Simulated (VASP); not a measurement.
# GaP (oS8 Cmcm) (Cmcm) in VASP: notebook

Runs on GaP (oS8 Cmcm). Level: PBE. Tasks: single point, relaxation of cell and atoms.

Everything below comes from runs of VASP 6.6.1. Logs are shortened: lines on timing, memory, paths and dates and some standing lists are left out, and cuts for length are marked.

### 1 The cell of the first run

The structure is orthorhombic, space group Cmcm (No. 63). Conventional cell: a = 4.630 Å, b = 4.859 Å, c = 4.395 Å, α = 90.00°, β = 90.00°, γ = 90.00°. Within 3.1 Å of Ga (site symmetry m2m) lie 6 P at 2.32 to 2.44 Å and 2 Ga at 2.60 Å. Within 3.1 Å of P (site symmetry m2m) lie 6 Ga at 2.32 to 2.44 Å and 2 P at 2.61 Å.

### 2 Single point, PBE

Contents of INCAR:

```
PREC = Accurate
ENCUT = 520
EDIFF = 1E-6
ISMEAR = 0
SIGMA = 0.1
LREAL = False
LASPH = True
NELM = 100
ALGO = Normal
ISIF = 2
LWAVE = False
LCHARG = False
GGA = PE
NBANDS = 26
```

Contents of KPOINTS:

```
regular mesh
0
Gamma
  14 14 12
```

Contents of POSCAR:

```
GaP
1.0
    2.3151119897     -2.4292820927      0.0000000000
    2.3151119897      2.4292820927      0.0000000000
    0.0000000000      0.0000000000      4.3946748621
Ga P
2 2
Direct
    0.3562878439      0.6437121561      0.2500000000
    0.6437121561      0.3562878439      0.7500000000
    0.8543654878      0.1456345122      0.2500000000
    0.1456345122      0.8543654878      0.7500000000
```

Potentials or basis: VASP PAW PBE potentials, release 64 (Ga_d, P).

Started as:

```
$ cat potpaw_PBE.64/Ga_d/POTCAR potpaw_PBE.64/P/POTCAR > POTCAR
$ mpirun -np 1 vasp_std > vasp.out
```

OUTCAR:

```text
PREC = Accurate
   ENCUT = 520
   EDIFF = 1E-6
   ISMEAR = 0
   LREAL = False
   LASPH = True
   NELM = 100
   ISIF = 2
   GGA = PE

 ion  position               nearest neighbor table
   1  0.356  0.644  0.250-   3 2.32   3 2.32   3 2.42   4 2.42   4 2.42   3 2.44   2 2.60   2 2.60

   2  0.644  0.356  0.750-   4 2.32   4 2.32   4 2.42   3 2.42   3 2.42   4 2.44   1 2.60   1 2.60

   3  0.854  0.146  0.250-   1 2.32   1 2.32   1 2.42   2 2.42   2 2.42   1 2.44   4 2.61   4 2.61

   4  0.146  0.854  0.750-   2 2.32   2 2.32   2 2.42   1 2.42   1 2.42   2 2.44   3 2.61   3 2.61

  LATTYP: Found a base centered orthorhombic cell.
 ALAT       =     4.6302239794
 B/A-ratio  =     1.0493151534
 C/A-ratio  =     0.9491279216

  Lattice vectors:

 A1 = (   2.3151119897,  -2.4292820927,   0.0000000000)
 A2 = (   2.3151119897,   2.4292820927,   0.0000000000)
 A3 = (   0.0000000000,   0.0000000000,   4.3946748621)

Analysis of symmetry for initial positions (statically):
=====================================================================
 Subroutine PRICEL returns:
 Original cell was already a primitive cell.

 Routine SETGRP: Setting up the symmetry group for a
 base centered orthorhombic supercell.

 Subroutine GETGRP returns: Found  8 space group operations
 (whereof  4 operations were pure point group operations)
 out of a pool of  8 trial point group operations.

The static configuration has the point symmetry C_2h.
 The point group associated with its full space group is D_2h.

Analysis of symmetry for dynamics (positions and initial velocities):
=====================================================================
 Subroutine PRICEL returns:
 Original cell was already a primitive cell.

 Routine SETGRP: Setting up the symmetry group for a
 base centered orthorhombic supercell.

 Subroutine GETGRP returns: Found  8 space group operations
 (whereof  4 operations were pure point group operations)
 out of a pool of  8 trial point group operations.

The dynamic configuration has the point symmetry C_2h.
 The point group associated with its full space group is D_2h.

 Subroutine INISYM returns: Found  8 space group operations
 (whereof  4 operations are pure point group operations),
 and found     1 'primitive' translations

----------------------------------------------------------------------------------------

                                     Primitive cell

  volume of cell :      49.4318

  direct lattice vectors                    reciprocal lattice vectors
     2.315111990 -2.429282093  0.000000000     0.215972274 -0.205822124  0.000000000
     2.315111990  2.429282093  0.000000000     0.215972274  0.205822124  0.000000000
     0.000000000  0.000000000  4.394674862     0.000000000  0.000000000  0.227548119

  length of vectors
     3.355764445  3.355764445  4.394674862     0.298340024  0.298340024  0.227548119

  position of ions in fractional coordinates (direct lattice)
     0.356287844  0.643712156  0.250000000
     0.643712156  0.356287844  0.750000000
     0.854365488  0.145634512  0.250000000
     0.145634512  0.854365488  0.750000000

  ion indices of the primitive-cell ions
   primitive index   ion index
                 1           1
                 2           2
                 3           3
                 4           4

----------------------------------------------------------------------------------------

 KPOINTS: regular mesh

Automatic generation of k-mesh.
 Grid dimensions read from file:
 generate k-points for:   14   14   12

 Generating k-lattice:

  Cartesian coordinates                     Fractional coordinates (reciprocal lattice)
     0.015426591 -0.014701580  0.000000000     0.071428571  0.000000000  0.000000000
     0.015426591  0.014701580  0.000000000     0.000000000  0.071428571  0.000000000
     0.000000000  0.000000000  0.018962343     0.000000000  0.000000000  0.083333333

  Length of vectors
     0.021310002  0.021310002  0.018962343

  Shift w.r.t. Gamma in fractional coordinates (k-lattice)
     0.000000000  0.000000000  0.000000000

 Subroutine IBZKPT returns following result:
 ===========================================

 Found    399 irreducible k-points:

 Following reciprocal coordinates:
            Coordinates               Weight
  0.000000  0.000000  0.000000      1.000000
  0.071429 -0.000000  0.000000      4.000000
  0.142857  0.000000  0.000000      4.000000
  0.214286 -0.000000  0.000000      4.000000
  0.285714 -0.000000  0.000000      4.000000
  0.357143  0.000000  0.000000      4.000000
[... 16 lines left out ...]
  0.214286  0.142857  0.000000      4.000000
  0.285714  0.142857  0.000000      4.000000
 [... further k-points ...]
   k-points           NKPTS =    399   k-points in BZ     NKDIM =    399   number of bands    NBANDS=     26
   number of dos      NEDOS =    301   number of ions     NIONS =      4
   total plane-waves  NPLWV =  28224
   dimension x,y,z NGX =    28 NGY =   28 NGZ =   36
   dimension x,y,z NGXF=    56 NGYF=   56 NGZF=   72
   ions per type =               2   2
   NGX,Y,Z   is equivalent  to a cutoff of  13.87, 13.87, 13.62 a.u.
   NGXF,Y,Z  is equivalent  to a cutoff of  27.74, 27.74, 27.24 a.u.
 SYSTEM =  unknown system
   PREC   = accura    normal or accurate (medium, high low for compatibility)
   ISTART =      0    job   : 0-new  1-cont  2-samecut
   ICHARG =      2    charge: 1-file 2-atom 10-const
   ISPIN  =      1    spin polarized calculation?
   LNONCOLLINEAR =      F non collinear calculations
   LSORBIT =      F    spin-orbit coupling
   LASPH  =      T    aspherical Exc in radial PAW
   ENCUT  =  520.0 eV  38.22 Ry    6.18 a.u.   6.24  6.24  8.17*2*pi/ulx,y,z
   NELM   =    100;   NELMIN=  2; NELMDL= -5     # of ELM steps
   EDIFF  = 0.1E-05   stopping-criterion for ELM
   LREAL  =      F    real-space projection
   EDIFFG = 0.1E-04   stopping-criterion for IOM
   NSW    =      0    number of steps for IOM
   IBRION =     -1    ionic relax: 0-MD 1-quasi-New 2-CG
   NFREE  =      0    steps in history (QN), initial steepest desc. (CG)
   ISIF   =      2    stress and relaxation
   ISYM   =      2    0-nonsym 1-usesym 2-fastsym
   POTIM  = 0.5000    time-step for ionic-motion
   TEBEG  =    0.0;   TEEND  =   0.0 temperature during run
   PSTRESS=    0.0 pullay stress
   NELECT =      36.0000    total number of electrons
   NUPDOWN=      -1.0000    fix difference up-down
   EMIN   =  10.00;   EMAX   =-10.00  energy-range for DOS
   EFERMI =   0.00;   METHOD = LEGACY
   ISMEAR =     0;   SIGMA  =   0.10  broadening in eV -4-tet -1-fermi 0-gaus
   EFERMI_NEDOS =   21; number of points for ismear=-14 and -15
   IALGO  =     38    algorithm
   IMIX   =      4    mixing-type and parameters
     AMIX     =   0.40;   BMIX     =  1.00
     AMIX_MAG =   1.60;   BMIX_MAG =  1.00
  volume/ion in A,a.u.               =      12.36        83.40
  Fermi-wavevector in a.u.,A,eV,Ry     =   1.472901  2.783378 29.516970  2.169436
  Thomas-Fermi vector in A             =   2.587859
   LORBIT       =      0    0 simple, 1 ext, 2 COOP (PROOUT), +10 PAW based schemes
   GGA     = PE    functional components
   LHFCALC =     F    Hartree Fock is set to
   AEXX    =    0.0000 exact exchange contribution
   IVDW    =     0    specifies the selected vdW correction
   LEPSILON=     F    determine dielectric tensor
   LRPA    =     F    only Hartree local field effects (RPA)
 non-spin polarized calculation
 Gauss-broadening in eV      SIGMA  =   0.10
  energy-cutoff  :      520.00
  volume of cell :       49.43
 maximum number of plane-waves:      1356
 NGX is ok and might be reduce to    28
   NGX = 13   NGY = 13   NGZ = 17

 number of electron      36.0000017 magnetization

 Free energy of the ion-electron system (eV)
  ---------------------------------------------------
  ext. energy  EPLUGINS =         0.00000000
  ---------------------------------------------------
  free energy    TOTEN  =       -14.24947999 eV

  energy without entropy =      -14.24319591  energy(sigma->0) =      -14.24633795

 E-fermi :  11.2805     XC(G=0): -12.6652

 val. band max:       11.2789475785   @ k =  -0.4286   0.0714   0.0833
 cond. band min:      11.2846137988   @ k =   0.4286   0.1429   0.1667
 fundamental gap:      0.0056662203
 Fermi energy:        11.2804627571

 k-point     1 :       0.0000    0.0000    0.0000
  band No.  band energies     occupation
      1      -5.6098      2.00000
      2      -4.7410      2.00000
      3      -4.4533      2.00000
      4      -4.4158      2.00000
      5      -4.3694      2.00000
      6      -4.3178      2.00000
[... 18 lines left out ...]
     25      19.0747      0.00000
     26      19.4722      0.00000

 k-point     2 :       0.0714   -0.0000    0.0000
  band No.  band energies     occupation
      1      -5.5455      2.00000
      2      -4.7317      2.00000
      3      -4.4539      2.00000
      4      -4.4204      2.00000
      5      -4.3661      2.00000
      6      -4.3170      2.00000
[... 18 lines left out ...]
     25      18.3235      0.00000
     26      20.1463      0.00000

 k-point     3 :       0.1429    0.0000    0.0000
  band No.  band energies     occupation
      1      -5.3547      2.00000
      2      -4.7061      2.00000
      3      -4.4554      2.00000
      4      -4.4340      2.00000
      5      -4.3572      2.00000
      6      -4.3191      2.00000
[... 18 lines left out ...]
     25      18.0847      0.00000
     26      18.9038      0.00000

 k-point     4 :       0.2143   -0.0000    0.0000
  band No.  band energies     occupation
      1      -5.0469      2.00000
      2      -4.6692      2.00000
      3      -4.4572      2.00000
      4      -4.4549      2.00000
      5      -4.3453      2.00000
      6      -4.3217      2.00000
[... 18 lines left out ...]
     25      18.1091      0.00000
     26      19.4131      0.00000
[... 496 lines left out ...]
      1      -5.1083      2.00000
      2      -4.6789      2.00000
      3      -4.4732      2.00000
      4      -4.4324      2.00000
      5      -4.3521      2.00000
      6      -4.3165      2.00000
[... 18 lines left out ...]
     25      20.1410      0.00000
     26      20.2754      0.00000

 k-point    23 :       0.2143    0.1429    0.0000
  band No.  band energies     occupation
      1      -4.8782      2.00000
      2      -4.6559      2.00000
      3      -4.4813      2.00000
      4      -4.3969      2.00000
      5      -4.3332      2.00000
      6      -4.3022      2.00000
[... 18 lines left out ...]
     25      20.0350      0.00000
     26      20.5147      0.00000

 k-point    24 :       0.2857    0.1429    0.0000
  band No.  band energies     occupation
      1      -4.7294      2.00000
      2      -4.6346      2.00000
      3      -4.4867      2.00000
      4      -4.3569      2.00000
      5      -4.3213      2.00000
      6      -4.3209      2.00000
[... 18 lines left out ...]
     25      20.2982      0.00000
     26      20.5200      0.00000

 [... further k-points ...]
[... 5 lines left out ...]
  --------------------------------------------------------------------------------------
  -------------------------------------------------------------------------------------
  Total       15.3094899     15.3399801     15.3217438      0.0000000     -0.0000000      0.0000000
  in kB      496.2089638    497.1972075    496.6061337      0.0000000     -0.0000000      0.0000000
  external PRESSURE =     496.6707683 kB  Pullay stress =       0.0000000 kB

 VOLUME and BASIS-vectors are now :
 -----------------------------------------------------------------------------
  energy-cutoff  :      520.00
  volume of cell :       49.43
      direct lattice vectors                 reciprocal lattice vectors
     2.315111990 -2.429282093  0.000000000     0.215972274 -0.205822124  0.000000000
     2.315111990  2.429282093  0.000000000     0.215972274  0.205822124  0.000000000
     0.000000000  0.000000000  4.394674862     0.000000000  0.000000000  0.227548119

 POSITION                                       TOTAL-FORCE (eV/Angst)
 -----------------------------------------------------------------------------------
      2.31511      0.69823      1.09867         0.000000      0.003817     -0.000000
      2.31511     -0.69823      3.29601         0.000000     -0.003817      0.000000
      2.31511     -1.72171      1.09867         0.000000     -0.003853     -0.000000
      2.31511      1.72171      3.29601         0.000000      0.003853     -0.000000
 -----------------------------------------------------------------------------------
    total drift:                                0.000000      0.000000     -0.000000

  FREE ENERGIE OF THE ION-ELECTRON SYSTEM (eV)
  ---------------------------------------------------
  free  energy   TOTEN  =       -14.2494799944 eV

  energy  without entropy=      -14.2431959141  energy(sigma->0) =      -14.24633795
```

It took 3.1 min on 1 thread of Intel Xeon 6975P-C (Granite Rapids), shared host; peak memory 0.49 GiB.

What came out:

| Property | Result |
| --- | --- |
| Free energy | -14.2495 eV |
| Pressure | 49.7 GPa |
| Largest force | 0.004 eV/Å |
| Band gap on the k mesh | zero (band 18 reaches 12.45 eV, above the bottom of band 19 at 8.44 eV) |

Forces in eV/Å, atoms in the order of the input:
```
Ga   0.000  0.004  0.000
Ga   0.000 -0.004  0.000
P    0.000 -0.004  0.000
P    0.000  0.004  0.000
```

Stress tensor (GPa, compression positive):
```
49.62  0.00  0.00
 0.00 49.72  0.00
 0.00  0.00 49.66
```

Levels at points of the mesh, in eV from the Fermi level:
```
           k point  band 14  band 15  band 16  band 17  band 18  band 19  band 20  band 21  band 22  band 23
(0.00, 0.00, 0.00)    -4.66    -4.40    -3.83    -2.88     1.11     2.25     2.97     3.61     4.05     5.39
(0.50, 0.00, 0.00)    -5.74    -5.52    -4.63    -1.85    -0.85     0.01     1.19     5.49     6.02     6.30
(0.50, 0.50, 0.00)    -8.80    -4.52    -4.52    -3.55    -3.24    -2.84    -1.11    -0.26     2.14    10.99
(0.00, 0.00, 0.50)    -4.06    -3.07    -3.07    -1.99    -1.99     0.77     0.77     2.49     2.49     7.61
(0.50, 0.00, 0.50)   -10.41    -1.13    -1.13     0.06     0.06     2.68     2.68     2.78     2.78     3.87
(0.50, 0.50, 0.50)    -8.34    -6.91    -6.91    -6.80    -6.80     3.34     3.34     6.66     6.66     8.35
```

### 3 Single point, PBE

This run uses another cell than the first one, of 13.54 Å³/atom, 1.096 times its volume.

Contents of INCAR:

```
SYSTEM = GaP
PREC = Accurate ; ENCUT = 520
EDIFF = 1E-6 ; ISMEAR = 0
SIGMA = 0.1 ; LREAL = .FALSE.
LASPH = .TRUE. ; NELM = 100
ALGO = Normal ; ISIF = 2
LWAVE = .FALSE. ; LCHARG = .FALSE.
GGA = PE ; NBANDS = 26
```

Contents of KPOINTS:

```
Automatic mesh
0
G
  14 14 12
  0 0 0
```

Contents of POSCAR:

```
GaP
1.0
    2.3792119481     -2.4786699297      0.0000000000
    2.3792119481      2.4786699297      0.0000000000
    0.0000000000      0.0000000000      4.5922947676
Ga P
2 2
Direct
    0.3334845617      0.6665154383      0.2500000000
    0.6665154383      0.3334845617      0.7500000000
    0.8249676086      0.1750323914      0.2500000000
    0.1750323914      0.8249676086      0.7500000000
```

Potentials or basis: VASP PAW PBE potentials, release 64 (Ga_d, P).

Started as:

```
$ cat potpaw_PBE.64/Ga_d/POTCAR potpaw_PBE.64/P/POTCAR > POTCAR
$ mpirun -np 1 vasp_std > vasp.out
```

It took 3.9 min on 1 thread of Intel Xeon Platinum 8488C (Sapphire Rapids), shared host; peak memory 0.53 GiB.

Results (log left out):

```
Free energy            : -15.4259 eV
Pressure               : 30.8 GPa
Band gap on the k mesh : zero (band 18 reaches 10.64 eV, above the bottom of band 19 at 6.66 eV)
```

Levels at points of the mesh, in eV from the Fermi level:
| k point | band 16 | band 17 | band 18 | band 19 | band 20 | band 21 |
| --- | --- | --- | --- | --- | --- | --- |
| (0.00, 0.00, 0.00) | -3.69 | -1.66 | 0.45 | 1.07 | 3.03 | 3.51 |
| (0.50, 0.00, 0.00) | -4.39 | -1.36 | -0.30 | 0.47 | 1.58 | 4.81 |
| (0.50, 0.50, 0.00) | -3.68 | -3.25 | -3.14 | -3.08 | -1.76 | 0.82 |
| (0.00, 0.00, 0.50) | -2.61 | -2.13 | -2.13 | 0.90 | 0.90 | 3.22 |
| (0.50, 0.00, 0.50) | -0.57 | -0.01 | -0.01 | 2.69 | 2.69 | 3.02 |
| (0.50, 0.50, 0.50) | -6.39 | -6.16 | -6.16 | 3.33 | 3.33 | 6.10 |

(Continued in part 2 of 2.)
